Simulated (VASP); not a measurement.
A run of VASP 6.6.1 is set up as follows.

File INCAR:

```
PREC = Accurate
ENCUT = 520
EDIFF = 1E-6
ISMEAR = -1
SIGMA = 0.02
LREAL = F
LASPH = T
NELM = 100
ALGO = Fast
ISIF = 2
LWAVE = F
LCHARG = F
GGA = PE
NBANDS = 24
```

The input KPOINTS:

```
regular mesh
0
Gamma
  12 12 6
```

Contents of POSCAR:

```
CaO
1.0
    3.9810268286      0.0728527910      0.0000000000
   -1.9274210466      3.4112439712      0.0000000000
    0.0000000000      0.0000000000      4.7701152820
Ca O
2 2
Direct
    0.3283591075      0.6669178549      0.2500000000
    0.6716408925      0.3330821451      0.7500000000
    0.6705064723      0.3331480465      0.2500000000
    0.3294935277      0.6668519535      0.7500000000
```

Potentials or basis: VASP PAW PBE potentials, release 64 (Ca_sv, O).

Command:

```console
$ cat potpaw_PBE.64/Ca_sv/POTCAR potpaw_PBE.64/O/POTCAR > POTCAR
$ mpirun -np 1 vasp_std > vasp.out
```

(1) Estimate the pressure.

(2) Predict the band gap on the k mesh.

(3) Predict the largest force.

Results:

(1) 2.2 GPa.

(2) 3.19 eV.

(3) 0.004 eV/Å.

Caveat: the cell differs from its parent crystal (shear xy strain +3.7%).
